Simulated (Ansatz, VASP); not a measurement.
## BN: VASP beside Ansatz

File INCAR:

```
ALGO     = Normal         # electronic algorithm
EDIFF    = 1E-7           # SCF threshold, eV
ENCUT    = 520            # plane-wave cutoff, eV
GGA      = PE             # functional
ISIF     = 2              # what is computed and relaxed
ISMEAR   = 0              # smearing method
IVDW     = 12             # dispersion correction
LASPH    = T              # aspherical terms in the spheres
LCHARG   = F              # write CHGCAR
LREAL    = F              # projectors in reciprocal space
LWAVE    = F              # write WAVECAR
NBANDS   = 16             # bands
NELM     = 80             # most SCF steps
PREC     = Accurate       # precision mode
SIGMA    = 0.05           # smearing width, eV
```

The input KPOINTS:

```
k-points
0
Gamma
  12 12 4
```

The input POSCAR:

```
BN
1.0
    2.5064381059      0.0000000000      0.0000000000
   -1.2532190530      2.1706390727      0.0000000000
    0.0000000000      0.0000000000      6.6168468515
B N
2 2
Direct
    0.3333333333      0.6666666667      0.2500000000
    0.6666666667      0.3333333333      0.7500000000
    0.3333333333      0.6666666667      0.6593223686
    0.6666666667      0.3333333333      0.2500000000
```

Input for Ansatz:

```yaml
crystal:
  lattice:
    - [2.5064381059, 0.0, 0.0]
    - [-1.253219053, 2.1706390727, 0.0]
    - [0.0, 0.0, 6.6168468515]
  atoms:
    - { symbol: B, position: [0.3333333333, 0.6666666667, 0.25] }
    - { symbol: B, position: [0.6666666667, 0.3333333333, 0.75] }
    - { symbol: "N", position: [0.3333333333, 0.6666666667, 0.6593223686] }
    - { symbol: "N", position: [0.6666666667, 0.3333333333, 0.25] }
basis:
  ecutwfc: 420
kpoints:
  mp_grid: { grid: [12, 12, 4] }
hamiltonian:
  xc: pbe
  dispersion: d3bj
scf:
  occupations: { method: gaussian, width: 0.05 }
output:
  forces: true
  stress: true
  eigenvalues: true
  write_density: true
  write_potential: true
  elf: true
  volumetric_format: npy
```

Alike in both runs: task single point; functional PBE; dispersion D3(BJ); k mesh 12 × 12 × 4; occupations gaussian, width 0.05 eV; no spin polarisation.

|  | VASP | Ansatz |
| --- | --- | --- |
| version | VASP 6.6.1 | Ansatz 0.2.0 |
| potentials or method | VASP PAW PBE potentials, release 64 (B, N), cutoff 520 eV | scalar-relativistic, plane waves, PAW |
| valence electrons in the cell | 16 | 16 |

|  | VASP | Ansatz | Ansatz less VASP |
| --- | --- | --- | --- |
| gap on the k mesh at the Fermi level (eV) | 1.31 | 1.30 | -0.005 |
| least direct gap on the mesh (eV) | 1.31 | 1.30 | -0.005 |
| pressure (GPa) | -7.9 | -8.0 | -0.09 |
| traceless stress, the component that is largest in VASP (GPa) | -15.57 | -15.37 | +0.198 |
| rms of the force components (eV/Å) | 3.400 | 3.406 | +0.0062 |

Atom by atom the forces differ by 0.006 eV/Å (rms over components).
